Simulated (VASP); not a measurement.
# Ti3Al (k06) (Fm-3m) in VASP: single point with PBEsol

Aim: the single point of Ti3Al (k06) with PBEsol.

Everything below comes from runs of VASP 6.6.1. Logs are shortened: lines on timing, memory, paths and dates and some standing lists are left out, and cuts for length are marked.

## (1) The cell of the first run

The structure is cubic, space group Fm-3m (No. 225). The conventional cell has a = 6.370 Å, b = 6.370 Å, c = 6.370 Å, α = 90.00°, β = 90.00°, γ = 90.00°. Ti (site symmetry -43m) has 4 Al at 2.76 Å and 10 Ti at 2.76 to 3.18 Å within 3.6 Å. Within 3.6 Å of Ti (site symmetry m-3m) lie 8 Ti at 2.76 Å and 6 Al at 3.18 Å. Al (site symmetry m-3m) has 14 Ti at 2.76 to 3.18 Å within 3.6 Å.

## (2) Single point, PBEsol

Contents of INCAR:

```
ALGO     = Fast           # electronic algorithm
EDIFF    = 1E-6           # SCF threshold, eV
ENCUT    = 520            # plane-wave cutoff, eV
GGA      = PS             # functional
ISIF     = 2              # what is computed and relaxed
ISMEAR   = 0              # smearing method
LASPH    = True           # aspherical terms in the spheres
LCHARG   = True           # write CHGCAR
LELF     = True           # ELF
LREAL    = False          # projectors in reciprocal space
LVHAR    = True         
LWAVE    = False          # write WAVECAR
NBANDS   = 28             # bands
NELM     = 80             # most SCF steps
PREC     = Accurate       # precision mode
SIGMA    = 0.1            # smearing width, eV
```

Contents of KPOINTS:

```
k-points
0
Gamma
  18 18 18
```

Contents of POSCAR:

```
Ti3Al
1.0
    0.0000000000      3.1847926517      3.1847926517
    3.1847926517      0.0000000000      3.1847926517
    3.1847926517      3.1847926517      0.0000000000
Ti Al
3 1
Direct
    0.7500000000      0.7500000000      0.7500000000
    0.2500000000      0.2500000000      0.2500000000
    0.0000000000      0.0000000000      0.0000000000
    0.5000000000      0.5000000000      0.5000000000
```

Potentials or basis: VASP PAW PBE potentials, release 64 (Ti_sv, Al).

Launch:

```bash
$ cat potpaw_PBE.64/Ti_sv/POTCAR potpaw_PBE.64/Al/POTCAR > POTCAR
$ mpirun -np 1 vasp_std > vasp.out
```

OUTCAR:

```text
EDIFF = 1E-6
   ENCUT = 520
   GGA = PS
   ISIF = 2
   ISMEAR = 0
   LASPH = True
   LREAL = False
   NELM = 80
   PREC = Accurate

 ion  position               nearest neighbor table
   1  0.750  0.750  0.750-   4 2.76   4 2.76   4 2.76   3 2.76   3 2.76   3 2.76   4 2.76   3 2.76

   2  0.250  0.250  0.250-   3 2.76   3 2.76   3 2.76   4 2.76   4 2.76   4 2.76   4 2.76   3 2.76

   3  0.000  0.000  0.000-   1 2.76   1 2.76   1 2.76   2 2.76   2 2.76   2 2.76   2 2.76   1 2.76

   4  0.500  0.500  0.500-   2 2.76   2 2.76   2 2.76   1 2.76   1 2.76   1 2.76   2 2.76   1 2.76

  LATTYP: Found a face centered cubic cell.
 ALAT       =     6.3695853034

  Lattice vectors:

 A1 = (   0.0000000000,   3.1847926517,   3.1847926517)
 A2 = (   3.1847926517,   0.0000000000,   3.1847926517)
 A3 = (   3.1847926517,   3.1847926517,   0.0000000000)

Analysis of symmetry for initial positions (statically):
=====================================================================
 Subroutine PRICEL returns:
 Original cell was already a primitive cell.

 Routine SETGRP: Setting up the symmetry group for a
 face centered cubic supercell.

 Subroutine GETGRP returns: Found 48 space group operations
 (whereof 48 operations were pure point group operations)
 out of a pool of 48 trial point group operations.

The static configuration has the point symmetry O_h .

Analysis of symmetry for dynamics (positions and initial velocities):
=====================================================================
 Subroutine PRICEL returns:
 Original cell was already a primitive cell.

 Routine SETGRP: Setting up the symmetry group for a
 face centered cubic supercell.

 Subroutine GETGRP returns: Found 48 space group operations
 (whereof 48 operations were pure point group operations)
 out of a pool of 48 trial point group operations.

The dynamic configuration has the point symmetry O_h .

 Subroutine INISYM returns: Found 48 space group operations
 (whereof 48 operations are pure point group operations),
 and found     1 'primitive' translations

----------------------------------------------------------------------------------------

                                     Primitive cell

  volume of cell :      64.6061

  direct lattice vectors                    reciprocal lattice vectors
     0.000000000  3.184792652  3.184792652    -0.156996092  0.156996092  0.156996092
     3.184792652  0.000000000  3.184792652     0.156996092 -0.156996092  0.156996092
     3.184792652  3.184792652  0.000000000     0.156996092  0.156996092 -0.156996092

  length of vectors
     4.503976961  4.503976961  4.503976961     0.271925208  0.271925208  0.271925208

  position of ions in fractional coordinates (direct lattice)
     0.750000000  0.750000000  0.750000000
     0.250000000  0.250000000  0.250000000
     0.000000000  0.000000000  0.000000000
     0.500000000  0.500000000  0.500000000

  ion indices of the primitive-cell ions
   primitive index   ion index
                 1           1
                 2           2
                 3           3
                 4           4

----------------------------------------------------------------------------------------

 KPOINTS: k-points

Automatic generation of k-mesh.
 Grid dimensions read from file:
 generate k-points for:   18   18   18

 Generating k-lattice:

  Cartesian coordinates                     Fractional coordinates (reciprocal lattice)
    -0.008722005  0.008722005  0.008722005     0.055555556  0.000000000  0.000000000
     0.008722005 -0.008722005  0.008722005     0.000000000  0.055555556  0.000000000
     0.008722005  0.008722005 -0.008722005     0.000000000  0.000000000  0.055555556

  Length of vectors
     0.015106956  0.015106956  0.015106956

  Shift w.r.t. Gamma in fractional coordinates (k-lattice)
     0.000000000  0.000000000  0.000000000

 Subroutine IBZKPT returns following result:
 ===========================================

 Found    195 irreducible k-points:

 Following reciprocal coordinates:
            Coordinates               Weight
  0.000000  0.000000  0.000000      1.000000
  0.055556  0.000000  0.000000      8.000000
  0.111111  0.000000  0.000000      8.000000
  0.166667  0.000000  0.000000      8.000000
  0.222222  0.000000  0.000000      8.000000
  0.277778  0.000000  0.000000      8.000000
[... 16 lines left out ...]
 -0.277778  0.055556  0.000000     24.000000
 -0.222222  0.055556  0.000000     24.000000
 [... further k-points ...]
   k-points           NKPTS =    195   k-points in BZ     NKDIM =    195   number of bands    NBANDS=     28
   number of dos      NEDOS =    301   number of ions     NIONS =      4
   total plane-waves  NPLWV =  46656
   dimension x,y,z NGX =    36 NGY =   36 NGZ =   36
   dimension x,y,z NGXF=    72 NGYF=   72 NGZF=   72
   ions per type =               3   1
   NGX,Y,Z   is equivalent  to a cutoff of  13.29, 13.29, 13.29 a.u.
   NGXF,Y,Z  is equivalent  to a cutoff of  26.58, 26.58, 26.58 a.u.
 SYSTEM =  unknown system
   PREC   = accura    normal or accurate (medium, high low for compatibility)
   ISTART =      0    job   : 0-new  1-cont  2-samecut
   ICHARG =      2    charge: 1-file 2-atom 10-const
   ISPIN  =      1    spin polarized calculation?
   LNONCOLLINEAR =      F non collinear calculations
   LSORBIT =      F    spin-orbit coupling
   LASPH  =      T    aspherical Exc in radial PAW
   ENCUT  =  520.0 eV  38.22 Ry    6.18 a.u.   8.37  8.37  8.37*2*pi/ulx,y,z
   NELM   =     80;   NELMIN=  2; NELMDL= -5     # of ELM steps
   EDIFF  = 0.1E-05   stopping-criterion for ELM
   LREAL  =      F    real-space projection
   EDIFFG = 0.1E-04   stopping-criterion for IOM
   NSW    =      0    number of steps for IOM
   IBRION =     -1    ionic relax: 0-MD 1-quasi-New 2-CG
   NFREE  =      0    steps in history (QN), initial steepest desc. (CG)
   ISIF   =      2    stress and relaxation
   ISYM   =      2    0-nonsym 1-usesym 2-fastsym
   POTIM  = 0.5000    time-step for ionic-motion
   TEBEG  =    0.0;   TEEND  =   0.0 temperature during run
   PSTRESS=    0.0 pullay stress
   NELECT =      39.0000    total number of electrons
   NUPDOWN=      -1.0000    fix difference up-down
   EMIN   =  10.00;   EMAX   =-10.00  energy-range for DOS
   EFERMI =   0.00;   METHOD = LEGACY
   ISMEAR =     0;   SIGMA  =   0.10  broadening in eV -4-tet -1-fermi 0-gaus
   EFERMI_NEDOS =   21; number of points for ismear=-14 and -15
   IALGO  =     68    algorithm
   IMIX   =      4    mixing-type and parameters
     AMIX     =   0.40;   BMIX     =  1.00
     AMIX_MAG =   1.60;   BMIX_MAG =  1.00
  volume/ion in A,a.u.               =      16.15       109.00
  Fermi-wavevector in a.u.,A,eV,Ry     =   1.383583  2.614593 26.045657  1.914302
  Thomas-Fermi vector in A             =   2.508167
   LORBIT       =      0    0 simple, 1 ext, 2 COOP (PROOUT), +10 PAW based schemes
   GGA     = PS    functional components
   LHFCALC =     F    Hartree Fock is set to
   AEXX    =    0.0000 exact exchange contribution
   IVDW    =     0    specifies the selected vdW correction
   LEPSILON=     F    determine dielectric tensor
   LRPA    =     F    only Hartree local field effects (RPA)
 non-spin polarized calculation
 RMM-DIIS sequential band-by-band and
 Gauss-broadening in eV      SIGMA  =   0.10
  energy-cutoff  :      520.00
  volume of cell :       64.61
 maximum number of plane-waves:      1807
 NGX is ok and might be reduce to    36
   NGX = 17   NGY = 17   NGZ = 17

 number of electron      39.0000009 magnetization

 Free energy of the ion-electron system (eV)
  ---------------------------------------------------
  ext. energy  EPLUGINS =         0.00000000
  ---------------------------------------------------
  free energy    TOTEN  =       -29.69867712 eV

  energy without entropy =      -29.65714348  energy(sigma->0) =      -29.67791030

 E-fermi :   8.4246     XC(G=0): -11.5760

 val. band max:        8.4223143443   @ k =  -0.2778   0.2778   0.0000
 cond. band min:       8.4246500186   @ k =   0.2222   0.0556   0.0000
 fundamental gap:      0.0023356743
 Fermi energy:         8.4246231920

 k-point     1 :       0.0000    0.0000    0.0000
  band No.  band energies     occupation
      1     -47.8599      2.00000
      2     -47.7763      2.00000
      3     -47.5405      2.00000
      4     -24.2599      2.00000
      5     -24.2599      2.00000
      6     -24.2599      2.00000
[... 20 lines left out ...]
     27      11.6590      0.00000
     28      11.9653      0.00000

 k-point     2 :       0.0556    0.0000    0.0000
  band No.  band energies     occupation
      1     -47.8589      2.00000
      2     -47.7766      2.00000
      3     -47.5412      2.00000
      4     -24.2794      2.00000
      5     -24.2688      2.00000
      6     -24.2688      2.00000
[... 20 lines left out ...]
     27      11.6690      0.00000
     28      12.0720      0.00000

 k-point     3 :       0.1111    0.0000    0.0000
  band No.  band energies     occupation
      1     -47.8557      2.00000
      2     -47.7776      2.00000
      3     -47.5435      2.00000
      4     -24.3015      2.00000
      5     -24.2833      2.00000
      6     -24.2833      2.00000
[... 20 lines left out ...]
     27      11.6857      0.00000
     28      11.9912      0.00000

 k-point     4 :       0.1667    0.0000    0.0000
  band No.  band energies     occupation
      1     -47.8506      2.00000
      2     -47.7791      2.00000
      3     -47.5471      2.00000
      4     -24.3181      2.00000
      5     -24.2981      2.00000
      6     -24.2981      2.00000
[... 578 lines left out ...]
     27      11.5405      0.00000
     28      11.9892      0.00000

 k-point    23 :      -0.2778    0.0556    0.0000
  band No.  band energies     occupation
      1     -47.8330      2.00000
      2     -47.7852      2.00000
      3     -47.5589      2.00000
      4     -24.3387      2.00000
      5     -24.3327      2.00000
      6     -24.3202      2.00000
[... 20 lines left out ...]
     27      11.5855      0.00000
     28      12.2620      0.00000

 k-point    24 :      -0.2222    0.0556    0.0000
  band No.  band energies     occupation
      1     -47.8408      2.00000
      2     -47.7823      2.00000
      3     -47.5539      2.00000
      4     -24.3326      2.00000
      5     -24.3288      2.00000
      6     -24.3064      2.00000
[... 20 lines left out ...]
     27      11.5824      0.00000
     28      11.8223      0.00000

 [... further k-points ...]
[... 5 lines left out ...]
  --------------------------------------------------------------------------------------
  -------------------------------------------------------------------------------------
  Total       -0.0231177     -0.0231177     -0.0231177     -0.0000000      0.0000000     -0.0000000
  in kB       -0.5733001     -0.5733001     -0.5733001     -0.0000000      0.0000000     -0.0000000
  external PRESSURE =      -0.5733001 kB  Pullay stress =       0.0000000 kB

 VOLUME and BASIS-vectors are now :
 -----------------------------------------------------------------------------
  energy-cutoff  :      520.00
  volume of cell :       64.61
      direct lattice vectors                 reciprocal lattice vectors
     0.000000000  3.184792652  3.184792652    -0.156996092  0.156996092  0.156996092
     3.184792652  0.000000000  3.184792652     0.156996092 -0.156996092  0.156996092
     3.184792652  3.184792652  0.000000000     0.156996092  0.156996092 -0.156996092

 POSITION                                       TOTAL-FORCE (eV/Angst)
 -----------------------------------------------------------------------------------
      4.77719      4.77719      4.77719        -0.000000      0.000000      0.000000
      1.59240      1.59240      1.59240         0.000000     -0.000000     -0.000000
      0.00000      0.00000      0.00000        -0.000000     -0.000000     -0.000000
      3.18479      3.18479      3.18479        -0.000000     -0.000000     -0.000000
 -----------------------------------------------------------------------------------
    total drift:                                0.000000      0.000000      0.000000

  FREE ENERGIE OF THE ION-ELECTRON SYSTEM (eV)
  ---------------------------------------------------
  free  energy   TOTEN  =       -29.6986771247 eV

  energy  without entropy=      -29.6571434802  energy(sigma->0) =      -29.67791030
```

It took 11 min on 1 thread of Intel Xeon Platinum 8488C (Sapphire Rapids), shared host; peak memory 0.42 GiB.

Results:

| Property | Result |
| --- | --- |
| Free energy | -29.6987 eV |
| Pressure | -0.1 GPa |

Levels at points of the mesh, in eV from the Fermi level:
| k point | band 17 | band 18 | band 19 | band 20 | band 21 | band 22 |
| --- | --- | --- | --- | --- | --- | --- |
| (0.00, 0.00, 0.00) | -1.75 | -1.75 | 0.03 | 0.03 | 0.03 | 2.37 |
| (0.50, 0.00, 0.00) | -0.39 | -0.32 | -0.32 | -0.04 | -0.04 | 0.84 |
| (0.50, 0.50, 0.00) | -0.58 | -0.58 | -0.13 | -0.11 | -0.11 | 1.15 |

Caveat: the PAW data sets were made with another functional, which shifts forces and pressure a little.
